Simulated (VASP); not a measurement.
# Fe (Im-3m) in VASP: single point with PBE

Aim: the single point of Fe with PBE.

Program: VASP 6.6.1. These are calculated values, not measurements. Logs are shortened: lines on timing, memory, paths and dates and some standing lists are left out, and cuts for length are marked.

## 1. The cell of the first run

It takes space group Im-3m (No. 229, cubic). The conventional cell has a = 2.831 Å, b = 2.831 Å, c = 2.831 Å, α = 90.00°, β = 90.00°, γ = 90.00°. Within 3.2 Å of Fe (site symmetry m-3m) lie 14 Fe at 2.45 to 2.83 Å.

## 2. Single point, PBE, collinear spin, ferromagnetic start

The input, INCAR:

```
SYSTEM = Fe
  ALGO = Normal
  EDIFF = 1E-6
  ENCUT = 520
  GGA = PE
  ISIF = 2
  ISMEAR = -1
  ISPIN = 2
  LASPH = .True.
  LCHARG = .False.
  LMAXMIX = 4
  LORBIT = 11
  LREAL = .False.
  LWAVE = .False.
  MAGMOM = 2.5 2.5 2.5
  NBANDS = 23
  NELM = 150
  PREC = Accurate
  SIGMA = 0.1
```

The input, KPOINTS:

```
k-points
0
Gamma
  11 11 15
  0 0 0
```

The input, POSCAR:

```
Fe
1.0
    0.0000000000      2.8313533229     -2.8313533229
   -2.8313533229      0.0000000000      2.8313533229
    1.4156766615      1.4156766615      1.4156766615
Fe
3
Direct
    0.0000000000      0.0000000000      0.0000000000
    0.3333333330      0.6666666670      0.3333333330
    0.6666666670      0.3333333330      0.6666666670
```

Potentials or basis: VASP PAW PBE potentials, release 64 (Fe).

The run is started by

```
cat potpaw_PBE.64/Fe/POTCAR > POTCAR
mpirun -np 1 vasp_std > vasp.out
```

OUTCAR:

```text
SYSTEM = Fe
   EDIFF = 1E-6
   ENCUT = 520
   GGA = PE
   ISIF = 2
   ISMEAR = -1
   ISPIN = 2
   LASPH = .True.
   LORBIT = 11
   LREAL = .False.
   NELM = 150
   PREC = Accurate

 ion  position               nearest neighbor table
   1  0.000  0.000  0.000-   2 2.45   3 2.45   3 2.45   2 2.45   3 2.45   2 2.45   3 2.83   2 2.83
                             3 2.83   3 2.83   2 2.83   2 2.83
   2  0.333  0.667  0.333-   1 2.45   3 2.45   3 2.45   1 2.45   1 2.45   3 2.45   3 2.83   3 2.83
                             1 2.83   1 2.83   1 2.83   3 2.83
   3  0.667  0.333  0.667-   1 2.45   2 2.45   2 2.45   1 2.45   1 2.45   2 2.45   2 2.83   2 2.83
                             1 2.83   1 2.83   1 2.83   2 2.83

  LATTYP: Found a hexagonal cell.
 ALAT       =     4.0041382691
 C/A-ratio  =     0.6123724357

  Lattice vectors:

 A1 = (   0.0000000000,   2.8313533229,  -2.8313533229)
 A2 = (  -2.8313533229,   0.0000000000,   2.8313533229)
 A3 = (   1.4156766615,   1.4156766615,   1.4156766615)

Analysis of symmetry for initial positions (statically):
=====================================================================
 Subroutine PRICEL returns following result:

  LATTYP: Found a body centered cubic cell.
 ALAT       =     2.8313533210
[... 12 lines left out ...]
 Subroutine GETGRP returns: Found 12 space group operations
 (whereof 12 operations were pure point group operations)
 out of a pool of 24 trial point group operations.

The static configuration has the point symmetry D_3d.

Analysis of symmetry for dynamics (positions and initial velocities):
=====================================================================
 Subroutine PRICEL returns following result:

  LATTYP: Found a body centered cubic cell.
 ALAT       =     2.8313533210
[... 12 lines left out ...]
 Subroutine GETGRP returns: Found 12 space group operations
 (whereof 12 operations were pure point group operations)
 out of a pool of 24 trial point group operations.

The dynamic configuration has the point symmetry D_3d.

Analysis of structural, dynamic, and magnetic symmetry:
=====================================================================
 Subroutine PRICEL returns following result:

  LATTYP: Found a body centered cubic cell.
 ALAT       =     2.8313533210
[... 12 lines left out ...]
 Subroutine GETGRP returns: Found 12 space group operations
 (whereof 12 operations were pure point group operations)
 out of a pool of 24 trial point group operations.

The overall configuration has the point symmetry D_3d.

 Subroutine INISYM returns: Found 12 space group operations
 (whereof 12 operations are pure point group operations),
 and found     3 'primitive' translations

----------------------------------------------------------------------------------------

                                     Primitive cell

  volume of cell :      11.3489

  direct lattice vectors                    reciprocal lattice vectors
    -1.415676664  1.415676659 -1.415676659    -0.353187994  0.353187994  0.000000000
    -1.415676660 -1.415676660  1.415676660    -0.353187993 -0.000000001  0.353187994
     1.415676662  1.415676662  1.415676662    -0.000000000  0.353187994  0.353187994

  length of vectors
     2.452023903  2.452023902  2.452023905     0.499483251  0.499483251  0.499483251

  position of ions in fractional coordinates (direct lattice)
     0.000000000  0.000000000  0.000000000

  ion indices of the primitive-cell ions
   primitive index   ion index
                 1           1

----------------------------------------------------------------------------------------

 KPOINTS: k-points

Automatic generation of k-mesh.
 Grid dimensions read from file:
 generate k-points for:   11   11   15

 Generating k-lattice:

  Cartesian coordinates                     Fractional coordinates (reciprocal lattice)
    -0.010702666  0.021405333 -0.010702666     0.090909091  0.000000000  0.000000000
    -0.021405333  0.010702666  0.010702666     0.000000000  0.090909091  0.000000000
     0.015697244  0.015697244  0.015697244     0.000000000  0.000000000  0.066666667

  Length of vectors
     0.026216072  0.026216072  0.027188424

  Shift w.r.t. Gamma in fractional coordinates (k-lattice)
     0.000000000  0.000000000  0.000000000

 Subroutine IBZKPT returns following result:
 ===========================================

 Found    198 irreducible k-points:

 Following reciprocal coordinates:
            Coordinates               Weight
  0.000000  0.000000  0.000000      1.000000
  0.090909  0.000000  0.000000      6.000000
  0.181818  0.000000  0.000000      6.000000
  0.272727  0.000000  0.000000      6.000000
  0.363636  0.000000  0.000000      6.000000
  0.454545  0.000000  0.000000      6.000000
[... 16 lines left out ...]
  0.000000  0.272727  0.066667      6.000000
  0.363636  0.000000  0.066667      6.000000
 [... further k-points ...]
   k-points           NKPTS =    198   k-points in BZ     NKDIM =    198   number of bands    NBANDS=     23
   number of dos      NEDOS =    301   number of ions     NIONS =      3
   total plane-waves  NPLWV =  16200
   dimension x,y,z NGX =    30 NGY =   30 NGZ =   18
   dimension x,y,z NGXF=    60 NGYF=   60 NGZF=   36
   ions per type =               3
   NGX,Y,Z   is equivalent  to a cutoff of  12.46, 12.46, 12.20 a.u.
   NGXF,Y,Z  is equivalent  to a cutoff of  24.91, 24.91, 24.41 a.u.
 SYSTEM =  Fe
   PREC   = accura    normal or accurate (medium, high low for compatibility)
   ISTART =      0    job   : 0-new  1-cont  2-samecut
   ICHARG =      2    charge: 1-file 2-atom 10-const
   ISPIN  =      2    spin polarized calculation?
   LNONCOLLINEAR =      F non collinear calculations
   LSORBIT =      F    spin-orbit coupling
   LASPH  =      T    aspherical Exc in radial PAW
   ENCUT  =  520.0 eV  38.22 Ry    6.18 a.u.   7.45  7.45  4.56*2*pi/ulx,y,z
   NELM   =    150;   NELMIN=  2; NELMDL= -5     # of ELM steps
   EDIFF  = 0.1E-05   stopping-criterion for ELM
   LREAL  =      F    real-space projection
   EDIFFG = 0.1E-04   stopping-criterion for IOM
   NSW    =      0    number of steps for IOM
   IBRION =     -1    ionic relax: 0-MD 1-quasi-New 2-CG
   NFREE  =      0    steps in history (QN), initial steepest desc. (CG)
   ISIF   =      2    stress and relaxation
   ISYM   =      2    0-nonsym 1-usesym 2-fastsym
   POTIM  = 0.5000    time-step for ionic-motion
   TEBEG  =    0.0;   TEEND  =   0.0 temperature during run
   PSTRESS=    0.0 pullay stress
   NELECT =      24.0000    total number of electrons
   NUPDOWN=      -1.0000    fix difference up-down
   EMIN   =  10.00;   EMAX   =-10.00  energy-range for DOS
   EFERMI =   0.00;   METHOD = LEGACY
   ISMEAR =    -1;   SIGMA  =   0.10  broadening in eV -4-tet -1-fermi 0-gaus
   EFERMI_NEDOS =   21; number of points for ismear=-14 and -15
   IALGO  =     38    algorithm
   IMIX   =      4    mixing-type and parameters
     AMIX     =   0.40;   BMIX     =  1.00
     AMIX_MAG =   1.60;   BMIX_MAG =  1.00
  volume/ion in A,a.u.               =      11.35        76.59
  Fermi-wavevector in a.u.,A,eV,Ry     =   1.456982  2.753296 28.882388  2.122796
  Thomas-Fermi vector in A             =   2.573836
   LORBIT       =     11    0 simple, 1 ext, 2 COOP (PROOUT), +10 PAW based schemes
   GGA     = PE    functional components
   LHFCALC =     F    Hartree Fock is set to
   AEXX    =    0.0000 exact exchange contribution
   IVDW    =     0    specifies the selected vdW correction
   LEPSILON=     F    determine dielectric tensor
   LRPA    =     F    only Hartree local field effects (RPA)
 spin polarized calculation
  energy-cutoff  :      520.00
  volume of cell :       34.05
 maximum number of plane-waves:       939
 NGX is ok and might be reduce to    30
   NGX = 15   NGY = 15   NGZ =  9

 number of electron      23.9999985 magnetization       6.5469881

 Free energy of the ion-electron system (eV)
  ---------------------------------------------------
  ext. energy  EPLUGINS =         0.00000000
  ---------------------------------------------------
  free energy    TOTEN  =       -24.77634822 eV

  energy without entropy =      -24.68315792  energy(sigma->0) =      -24.72975307

 E-fermi :   5.8480     XC(G=0): -13.1228

 val. band max:        5.8478168595   @ k =   0.3636   0.2727   0.0667
 cond. band min:       5.8487089353   @ k =   0.3636   0.1818   0.0667
 fundamental gap:      0.0008920758
 Fermi energy:         5.8479504136

 spin component 1

 k-point     1 :       0.0000    0.0000    0.0000
  band No.  band energies     occupation
      1      -2.6043      1.00000
      2       2.1556      1.00000
      3       2.1556      1.00000
      4       2.7278      1.00000
      5       2.7278      1.00000
      6       2.7278      1.00000
[... 613 lines left out ...]
     22      22.8709      0.00000
     23      23.7748      0.00000

 [... further k-points ...]

 spin component 2

 k-point     1 :       0.0000    0.0000    0.0000
  band No.  band energies     occupation
      1      -2.4372      1.00000
      2       3.6691      1.00000
      3       3.6691      1.00000
      4       4.2226      1.00000
      5       4.2226      1.00000
      6       4.2227      1.00000
[... 613 lines left out ...]
     22      23.2758      0.00000
     23      24.3699      0.00000

 [... further k-points ...]

------------------------ aborting loop because EDIFF is reached ----------------------------------------

  FORCE on cell =-STRESS in cart. coord.  units (eV):
  Direction    XX          YY          ZZ          XY          YZ          ZX
  --------------------------------------------------------------------------------------
  -------------------------------------------------------------------------------------
  Total        0.0068883      0.0068883      0.0068883     -0.0034100     -0.0034100     -0.0034100
  in kB        0.3241532      0.3241532      0.3241532     -0.1604704     -0.1604704     -0.1604704
  external PRESSURE =       0.3241532 kB  Pullay stress =       0.0000000 kB

 VOLUME and BASIS-vectors are now :
 -----------------------------------------------------------------------------
  energy-cutoff  :      520.00
  volume of cell :       34.05
      direct lattice vectors                 reciprocal lattice vectors
     0.000000000  2.831353323 -2.831353323    -0.117729331  0.235458663 -0.117729331
    -2.831353323  0.000000000  2.831353323    -0.235458663  0.117729331  0.117729331
     1.415676662  1.415676662  1.415676662     0.235458663  0.235458663  0.235458663

 POSITION                                       TOTAL-FORCE (eV/Angst)
 -----------------------------------------------------------------------------------
      0.00000      0.00000      0.00000         0.000000      0.000000     -0.000000
     -1.41568      1.41568      1.41568         0.000000      0.000000      0.000000
      0.00000      2.83135     -0.00000        -0.000000     -0.000000     -0.000000
 -----------------------------------------------------------------------------------
    total drift:                                0.000000     -0.000000     -0.000000

  FREE ENERGIE OF THE ION-ELECTRON SYSTEM (eV)
  ---------------------------------------------------
  free  energy   TOTEN  =       -24.7763482245 eV

  energy  without entropy=      -24.6831579221  energy(sigma->0) =      -24.72975307

 total charge

# of ion       s       p       d       tot
------------------------------------------
    1        0.488   0.542   6.241   7.270
    2        0.488   0.542   6.241   7.270
    3        0.488   0.542   6.241   7.270
--------------------------------------------------
tot          1.463   1.625  18.723  21.811

 magnetization (x)

# of ion       s       p       d       tot
------------------------------------------
    1       -0.013  -0.055   2.248   2.179
    2       -0.013  -0.055   2.248   2.179
    3       -0.013  -0.055   2.248   2.179
--------------------------------------------------
tot         -0.039  -0.165   6.743   6.538
```

Wall time 2.8 min (1 thread of Intel Xeon Platinum 8375C at 2.90GHz (Ice Lake), shared host); peak memory 0.31 GiB.

Results:

| Quantity | Value |
| --- | --- |
| Free energy | -24.7763 eV |
| Pressure | 0.0 GPa |
| Net moment | 6.55 μB per cell |
| Site moments | Fe +2.18 μB |
| Valence electrons inside the program's atomic spheres | Fe 7.27 |

Levels at points of the mesh, in eV from the Fermi level:
Spin up:
```tsv
k point	band 11	band 12	band 13	band 14	band 15	band 16	band 17	band 18	band 19	band 20
(0.00, 0.00, 0.00)	-1.10	-1.10	-0.80	-0.80	-0.80	-0.80	6.79	6.79	6.79	6.79
```
Spin down:
```tsv
k point	band 7	band 8	band 9	band 10	band 11	band 12
(0.00, 0.00, 0.00)	-1.63	-0.41	-0.41	-0.41	1.64	1.64
```
